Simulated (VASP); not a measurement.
# Mo (I4/mmm) in VASP: a series of runs

The runs below take Mo through single point, with PBEsol.

Everything below comes from runs of VASP 6.6.1. Logs are shortened: lines on timing, memory, paths and dates and some standing lists are left out, and cuts for length are marked.

**1. The cell of the first run**

Symmetry: I4/mmm, No. 139, tetragonal system. Conventional cell: a = 3.192 Å, b = 3.192 Å, c = 3.088 Å, α = 90.00°, β = 90.00°, γ = 90.00°. Within 3.6 Å of Mo (site symmetry 4/mmm) lie 14 Mo at 2.73 to 3.19 Å.

**2. Single point, PBEsol (biaxial strain in the a-b plane: +2.0 %, then relaxed in part)**

Input file INCAR:

```
ALGO = Fast ; EDIFF = 1E-6
ENCUT = 520 ; GGA = PS
ISIF = 2 ; ISMEAR = 0
LASPH = True ; LCHARG = False
LREAL = False ; LWAVE = False
NBANDS = 21 ; NELM = 60
PREC = Accurate ; SIGMA = 0.1
```

Input file KPOINTS:

```
k-points
0
Gamma
  16 16 16
```

Input file POSCAR:

```
Mo
1.0
    3.1919267660      0.0000000000      0.0000000000
    0.0000000000      3.1919267660      0.0000000000
    0.0000000000      0.0000000000      3.0878187654
Mo
2
Direct
    0.0000000000      0.0000000000      0.0000000000
    0.5000000000      0.5000000000      0.5000000000
```

Potentials or basis: VASP PAW PBE potentials, release 64 (Mo_sv).

On the command line:

```sh
$ cat potpaw_PBE.64/Mo_sv/POTCAR > POTCAR
$ mpirun -np 1 vasp_std > vasp.out
```

OUTCAR:

```text
EDIFF = 1E-6
   ENCUT = 520
   GGA = PS
   ISIF = 2
   ISMEAR = 0
   LASPH = True
   LREAL = False
   NELM = 60
   PREC = Accurate

 ion  position               nearest neighbor table
   1  0.000  0.000  0.000-   2 2.73   2 2.73   2 2.73   2 2.73   2 2.73   2 2.73   2 2.73   2 2.73

   2  0.500  0.500  0.500-   1 2.73   1 2.73   1 2.73   1 2.73   1 2.73   1 2.73   1 2.73   1 2.73

  LATTYP: Found a simple tetragonal cell.
 ALAT       =     3.1919267660
 C/A-ratio  =     0.9673839633

  Lattice vectors:

 A1 = (   3.1919267660,   0.0000000000,   0.0000000000)
 A2 = (   0.0000000000,   3.1919267660,   0.0000000000)
 A3 = (   0.0000000000,   0.0000000000,   3.0878187654)

Analysis of symmetry for initial positions (statically):
=====================================================================
 Subroutine PRICEL returns following result:

  LATTYP: Found a body centered tetragonal cell.
 ALAT       =     3.1919267660
 C/A-ratio  =     0.9673839633

  Lattice vectors:

 A1 = (  -1.5959633830,  -1.5959633830,  -1.5439093827)
 A2 = (   1.5959633830,   1.5959633830,  -1.5439093827)
 A3 = (   1.5959633830,  -1.5959633830,   1.5439093827)

   2 primitive cells build up your supercell.

 Routine SETGRP: Setting up the symmetry group for a
 simple tetragonal supercell.

 Subroutine GETGRP returns: Found 16 space group operations
 (whereof 16 operations were pure point group operations)
 out of a pool of 16 trial point group operations.

The static configuration has the point symmetry D_4h.

Analysis of symmetry for dynamics (positions and initial velocities):
=====================================================================
 Subroutine PRICEL returns following result:

  LATTYP: Found a body centered tetragonal cell.
 ALAT       =     3.1919267660
 C/A-ratio  =     0.9673839633

  Lattice vectors:

 A1 = (  -1.5959633830,  -1.5959633830,  -1.5439093827)
 A2 = (   1.5959633830,   1.5959633830,  -1.5439093827)
 A3 = (   1.5959633830,  -1.5959633830,   1.5439093827)

   2 primitive cells build up your supercell.

 Routine SETGRP: Setting up the symmetry group for a
 simple tetragonal supercell.

 Subroutine GETGRP returns: Found 16 space group operations
 (whereof 16 operations were pure point group operations)
 out of a pool of 16 trial point group operations.

The dynamic configuration has the point symmetry D_4h.

 Subroutine INISYM returns: Found 16 space group operations
 (whereof 16 operations are pure point group operations),
 and found     2 'primitive' translations

----------------------------------------------------------------------------------------

                                     Primitive cell

  volume of cell :      15.7300

  direct lattice vectors                    reciprocal lattice vectors
    -1.595963383 -1.595963383 -1.543909383    -0.000000000 -0.313290396 -0.323853204
     1.595963383  1.595963383 -1.543909383     0.313290396  0.000000000 -0.323853204
     1.595963383 -1.595963383  1.543909383     0.313290396 -0.313290396  0.000000000

  length of vectors
     2.734566588  2.734566588  2.734566588     0.450590468  0.450590468  0.443059527

  position of ions in fractional coordinates (direct lattice)
     0.000000000  0.000000000  0.000000000

  ion indices of the primitive-cell ions
   primitive index   ion index
                 1           1

----------------------------------------------------------------------------------------

 KPOINTS: k-points

Automatic generation of k-mesh.
 Grid dimensions read from file:
 generate k-points for:   16   16   16

 Generating k-lattice:

  Cartesian coordinates                     Fractional coordinates (reciprocal lattice)
     0.019580650  0.000000000  0.000000000     0.062500000  0.000000000  0.000000000
     0.000000000  0.019580650  0.000000000     0.000000000  0.062500000  0.000000000
     0.000000000  0.000000000  0.020240825     0.000000000  0.000000000  0.062500000

  Length of vectors
     0.019580650  0.019580650  0.020240825

  Shift w.r.t. Gamma in fractional coordinates (k-lattice)
     0.000000000  0.000000000  0.000000000

 Subroutine IBZKPT returns following result:
 ===========================================

 Found    405 irreducible k-points:

 Following reciprocal coordinates:
            Coordinates               Weight
  0.000000  0.000000  0.000000      1.000000
  0.062500  0.000000  0.000000      4.000000
  0.125000  0.000000  0.000000      4.000000
  0.187500  0.000000  0.000000      4.000000
  0.250000  0.000000  0.000000      4.000000
  0.312500  0.000000  0.000000      4.000000
[... 16 lines left out ...]
  0.437500  0.125000  0.000000      8.000000
  0.500000  0.125000  0.000000      4.000000
 [... further k-points ...]
   k-points           NKPTS =    405   k-points in BZ     NKDIM =    405   number of bands    NBANDS=     21
   number of dos      NEDOS =    301   number of ions     NIONS =      2
   total plane-waves  NPLWV =  13824
   dimension x,y,z NGX =    24 NGY =   24 NGZ =   24
   dimension x,y,z NGXF=    48 NGYF=   48 NGZF=   48
   ions per type =               2
   NGX,Y,Z   is equivalent  to a cutoff of  12.50, 12.50, 12.92 a.u.
   NGXF,Y,Z  is equivalent  to a cutoff of  25.00, 25.00, 25.84 a.u.
 SYSTEM =  unknown system
   PREC   = accura    normal or accurate (medium, high low for compatibility)
   ISTART =      0    job   : 0-new  1-cont  2-samecut
   ICHARG =      2    charge: 1-file 2-atom 10-const
   ISPIN  =      1    spin polarized calculation?
   LNONCOLLINEAR =      F non collinear calculations
   LSORBIT =      F    spin-orbit coupling
   LASPH  =      T    aspherical Exc in radial PAW
   ENCUT  =  520.0 eV  38.22 Ry    6.18 a.u.   5.93  5.93  5.74*2*pi/ulx,y,z
   NELM   =     60;   NELMIN=  2; NELMDL= -5     # of ELM steps
   EDIFF  = 0.1E-05   stopping-criterion for ELM
   LREAL  =      F    real-space projection
   EDIFFG = 0.1E-04   stopping-criterion for IOM
   NSW    =      0    number of steps for IOM
   IBRION =     -1    ionic relax: 0-MD 1-quasi-New 2-CG
   NFREE  =      0    steps in history (QN), initial steepest desc. (CG)
   ISIF   =      2    stress and relaxation
   ISYM   =      2    0-nonsym 1-usesym 2-fastsym
   POTIM  = 0.5000    time-step for ionic-motion
   TEBEG  =    0.0;   TEEND  =   0.0 temperature during run
   PSTRESS=    0.0 pullay stress
   NELECT =      28.0000    total number of electrons
   NUPDOWN=      -1.0000    fix difference up-down
   EMIN   =  10.00;   EMAX   =-10.00  energy-range for DOS
   EFERMI =   0.00;   METHOD = LEGACY
   ISMEAR =     0;   SIGMA  =   0.10  broadening in eV -4-tet -1-fermi 0-gaus
   EFERMI_NEDOS =   21; number of points for ismear=-14 and -15
   IALGO  =     68    algorithm
   IMIX   =      4    mixing-type and parameters
     AMIX     =   0.40;   BMIX     =  1.00
     AMIX_MAG =   1.60;   BMIX_MAG =  1.00
  volume/ion in A,a.u.               =      15.73       106.15
  Fermi-wavevector in a.u.,A,eV,Ry     =   1.574738  2.975823 33.739722  2.479800
  Thomas-Fermi vector in A             =   2.675827
   LORBIT       =      0    0 simple, 1 ext, 2 COOP (PROOUT), +10 PAW based schemes
   GGA     = PS    functional components
   LHFCALC =     F    Hartree Fock is set to
   AEXX    =    0.0000 exact exchange contribution
   IVDW    =     0    specifies the selected vdW correction
   LEPSILON=     F    determine dielectric tensor
   LRPA    =     F    only Hartree local field effects (RPA)
 non-spin polarized calculation
 RMM-DIIS sequential band-by-band and
 Gauss-broadening in eV      SIGMA  =   0.10
  energy-cutoff  :      520.00
  volume of cell :       31.46
 maximum number of plane-waves:       872
 NGX is ok and might be reduce to    24
   NGX = 11   NGY = 11   NGZ = 11

 number of electron      28.0000005 magnetization

 Free energy of the ion-electron system (eV)
  ---------------------------------------------------
  ext. energy  EPLUGINS =         0.00000000
  ---------------------------------------------------
  free energy    TOTEN  =       -23.52120288 eV

  energy without entropy =      -23.51459001  energy(sigma->0) =      -23.51789645

 E-fermi :  12.3759     XC(G=0): -13.4931

 val. band max:       12.3738248368   @ k =   0.0625   0.0625   0.3125
 cond. band min:      12.3937335856   @ k =   0.4375   0.0625   0.0625
 fundamental gap:      0.0199087488
 Fermi energy:        12.3759185540

 k-point     1 :       0.0000    0.0000    0.0000
  band No.  band energies     occupation
      1     -48.8283      2.00000
      2     -48.3864      2.00000
      3     -23.1156      2.00000
      4     -23.1156      2.00000
      5     -23.0141      2.00000
      6     -22.1343      2.00000
[... 13 lines left out ...]
     20      21.0493      0.00000
     21      21.0493      0.00000

 k-point     2 :       0.0625    0.0000    0.0000
  band No.  band energies     occupation
      1     -48.8235      2.00000
      2     -48.3901      2.00000
      3     -23.1150      2.00000
      4     -23.1060      2.00000
      5     -23.0053      2.00000
      6     -22.1534      2.00000
[... 13 lines left out ...]
     20      20.8090      0.00000
     21      21.4146      0.00000

 k-point     3 :       0.1250    0.0000    0.0000
  band No.  band energies     occupation
      1     -48.8094      2.00000
      2     -48.4010      2.00000
      3     -23.1125      2.00000
      4     -23.0776      2.00000
      5     -22.9792      2.00000
      6     -22.2086      2.00000
[... 13 lines left out ...]
     20      20.1683      0.00000
     21      22.3295      0.00000
[... 457 lines left out ...]
 k-point    23 :       0.4375    0.1250    0.0000
  band No.  band energies     occupation
      1     -48.6307      2.00000
      2     -48.5507      2.00000
      3     -23.1177      2.00000
      4     -22.9471      2.00000
      5     -22.6381      2.00000
      6     -22.5574      2.00000
[... 13 lines left out ...]
     20      16.2258      0.00000
     21      26.3847      0.00000

 k-point    24 :       0.5000    0.1250    0.0000
  band No.  band energies     occupation
      1     -48.5901      2.00000
      2     -48.5901      2.00000
      3     -23.0429      2.00000
      4     -23.0429      2.00000
      5     -22.5570      2.00000
      6     -22.5570      2.00000
[... 13 lines left out ...]
     20      15.6088      0.00000
     21      26.6220      0.00000

 [... further k-points ...]
[... 5 lines left out ...]
  --------------------------------------------------------------------------------------
  -------------------------------------------------------------------------------------
  Total       -1.8817818     -1.8817818      0.0967621      0.0000000      0.0000000      0.0000000
  in kB      -95.8345721    -95.8345721      4.9278586      0.0000000      0.0000000      0.0000000
  external PRESSURE =     -62.2470952 kB  Pullay stress =       0.0000000 kB

 VOLUME and BASIS-vectors are now :
 -----------------------------------------------------------------------------
  energy-cutoff  :      520.00
  volume of cell :       31.46
      direct lattice vectors                 reciprocal lattice vectors
     3.191926766  0.000000000  0.000000000     0.313290396  0.000000000  0.000000000
     0.000000000  3.191926766  0.000000000     0.000000000  0.313290396  0.000000000
     0.000000000  0.000000000  3.087818765     0.000000000  0.000000000  0.323853204

 POSITION                                       TOTAL-FORCE (eV/Angst)
 -----------------------------------------------------------------------------------
      0.00000      0.00000      0.00000         0.000000      0.000000      0.000000
      1.59596      1.59596      1.54391         0.000000     -0.000000     -0.000000
 -----------------------------------------------------------------------------------
    total drift:                                0.000000      0.000000     -0.000000

  FREE ENERGIE OF THE ION-ELECTRON SYSTEM (eV)
  ---------------------------------------------------
  free  energy   TOTEN  =       -23.5212028832 eV

  energy  without entropy=      -23.5145900072  energy(sigma->0) =      -23.51789645
```

Run time: 2.1 min. Hardware: 1 thread of AMD EPYC 7R13 (Zen 3), shared host; peak memory 0.27 GiB.

What came out:

- Free energy: -23.5212 eV
- Pressure: -6.2 GPa
- Band gap on the k mesh: zero (bands 14 and 15 overlap by 2.45 eV)

Stress tensor (GPa, compression positive):
```
-9.58  0.00  0.00
 0.00 -9.58  0.00
 0.00  0.00  0.49
```

Caveat: the cell differs from its parent crystal (biaxial strain in the a-b plane: +2.0 %, then relaxed in part); the cell stands under tension; the PAW data sets were made with another functional, which shifts forces and pressure a little.

**3. Single point, PBEsol (biaxial strain in the a-b plane: +2.0 %)**

Input file INCAR:

```
SYSTEM = Mo
ALGO = Fast ; EDIFF = 1E-7
ENCUT = 520 ; GGA = PS
ISIF = 2 ; ISMEAR = 0
LASPH = .True. ; LCHARG = .False.
LREAL = .False. ; LWAVE = .False.
NBANDS = 21 ; NELM = 60
PREC = Accurate ; SIGMA = 0.1
```

Input file KPOINTS:

```
k-points
0
Gamma
  16 16 16
  0 0 0
```

Changes to POSCAR since step 2:

```diff
@@ -4,3 +4,3 @@
     0.0000000000      3.1919267660      0.0000000000
-    0.0000000000      0.0000000000      3.0878187654
+    0.0000000000      0.0000000000      3.0917878871
 Mo
```

Potentials or basis: VASP PAW PBE potentials, release 64 (Mo_sv).

On the command line:

```sh
$ cat potpaw_PBE.64/Mo_sv/POTCAR > POTCAR
$ mpirun -np 1 vasp_std > vasp.out
```

Wall time 2.3 min (1 thread of AMD EPYC 7R13 (Zen 3), shared host); peak memory 0.27 GiB.

Results (log left out):

```yaml
Free_energy: -23.5213 eV
Pressure: -6.6 GPa
Band_gap_on_the_k_mesh: zero (bands 14 and 15 overlap by 2.43 eV)
```

Stress tensor (GPa, compression positive):
```
-9.80  0.00  0.00
 0.00 -9.80  0.00
 0.00  0.00 -0.14
```

Levels at points of the mesh, in eV from the Fermi level:
```csv
k point,band 12,band 13,band 14,band 15,band 16,band 17
"(0.00, 0.00, 0.00)",-1.60,-1.23,-1.23,1.37,1.85,3.92
"(0.50, 0.00, 0.00)",-2.72,-0.69,-0.69,-0.42,-0.42,0.93
"(0.50, 0.50, 0.00)",-3.12,1.34,1.34,1.40,1.40,2.12
"(0.00, 0.00, 0.50)",-2.59,-0.78,-0.78,-0.78,-0.78,0.75
"(0.50, 0.00, 0.50)",-3.51,1.65,1.65,1.72,1.72,2.45
"(0.50, 0.50, 0.50)",-2.69,-2.50,-2.50,2.27,2.27,2.52
```

Caveat: the cell differs from its parent crystal (biaxial strain in the a-b plane: +2.0 %); the cell stands under tension; the PAW data sets were made with another functional, which shifts forces and pressure a little.

**4. Single point, PBEsol (biaxial strain in the a-b plane: +4.0 %)**

Input file INCAR:

```
PREC = Accurate ; ENCUT = 520
EDIFF = 1E-7 ; ISMEAR = 0
SIGMA = 0.1 ; LREAL = False
LASPH = True ; NELM = 60
ALGO = Fast ; ISIF = 2
LWAVE = False ; LCHARG = False
GGA = PS ; NBANDS = 21
```

Input file KPOINTS:

```
Automatic mesh
0
Gamma
  16 16 16
```

Input file POSCAR:

```
Mo
1.0
    3.2545135653      0.0000000000      0.0000000000
    0.0000000000      3.2545135653      0.0000000000
    0.0000000000      0.0000000000      3.0542358075
Mo
2
Direct
    0.0000000000      0.0000000000      0.0000000000
    0.5000000000      0.5000000000      0.5000000000
```

On the command line:

```sh
$ cat potpaw_PBE.64/Mo_sv/POTCAR > POTCAR
$ mpirun -np 1 vasp_std > vasp.out
```

Wall time 2.5 min (1 thread of AMD EPYC 7R13 (Zen 3), shared host); peak memory 0.28 GiB.

Results (log left out):

| Property | Result |
| --- | --- |
| Free energy | -23.4121 eV |
| Pressure | -12.5 GPa |
| Band gap on the k mesh | zero (bands 14 and 15 overlap by 2.50 eV) |

Stress tensor (GPa, compression positive):
```
-18.49   0.00   0.00
  0.00 -18.49   0.00
  0.00   0.00  -0.51
```

Levels at points of the mesh, in eV from the Fermi level:
| k point | band 10 | band 11 | band 12 | band 13 | band 14 | band 15 | band 16 | band 17 | band 18 | band 19 |
| --- | --- | --- | --- | --- | --- | --- | --- | --- | --- | --- |
| (0.00, 0.00, 0.00) | -5.28 | -5.13 | -1.75 | -1.02 | -1.02 | 1.08 | 2.01 | 3.76 | 3.76 | 3.97 |
| (0.50, 0.00, 0.00) | -3.85 | -2.62 | -2.62 | -0.71 | -0.71 | -0.18 | -0.18 | 1.00 | 1.00 | 2.83 |
| (0.50, 0.50, 0.00) | -5.09 | -2.71 | -2.71 | 0.99 | 0.99 | 1.17 | 1.17 | 1.92 | 1.92 | 4.45 |
| (0.00, 0.00, 0.50) | -3.47 | -2.37 | -2.37 | -0.88 | -0.88 | -0.88 | -0.88 | 0.65 | 0.65 | 4.07 |
| (0.50, 0.00, 0.50) | -5.17 | -3.48 | -3.48 | 1.62 | 1.62 | 1.67 | 1.67 | 2.65 | 2.65 | 4.55 |
| (0.50, 0.50, 0.50) | -2.68 | -2.68 | -2.68 | -2.31 | -2.31 | 2.09 | 2.09 | 2.53 | 2.53 | 9.27 |

Caveat: the cell differs from its parent crystal (biaxial strain in the a-b plane: +4.0 %); the cell stands under tension; the PAW data sets were made with another functional, which shifts forces and pressure a little.

**5. Summary**

| cell | further INCAR settings | gap on the mesh (eV) | pressure (GPa) |
| --- | --- | --- | --- |
| a = 3.192, b = 3.192, c = 3.088 Å, 2 atoms | ALGO = Fast; EDIFF = 1e-06; NBANDS = 21 | none | -6.2 |
| a = 3.192, b = 3.192, c = 3.092 Å, 2 atoms | ALGO = Fast; EDIFF = 1e-07; NBANDS = 21 | none | -6.6 |
| a = 3.255, b = 3.255, c = 3.054 Å, 2 atoms | ALGO = Fast; EDIFF = 1e-07; NBANDS = 21 | none | -12.5 |

Alike in all rows: task single point; level PBEsol; potentials or basis VASP PAW PBE potentials, release 64 (Mo_sv); no spin polarisation; k mesh 16 × 16 × 16; cutoff (eV) 520; smearing gaussian 0.1 eV.

Caveats: the cell stands under tension; the PAW data sets were made with another functional, which shifts forces and pressure a little.

Total energies depend on the potentials used, so only differences within one code and one set of settings carry meaning.
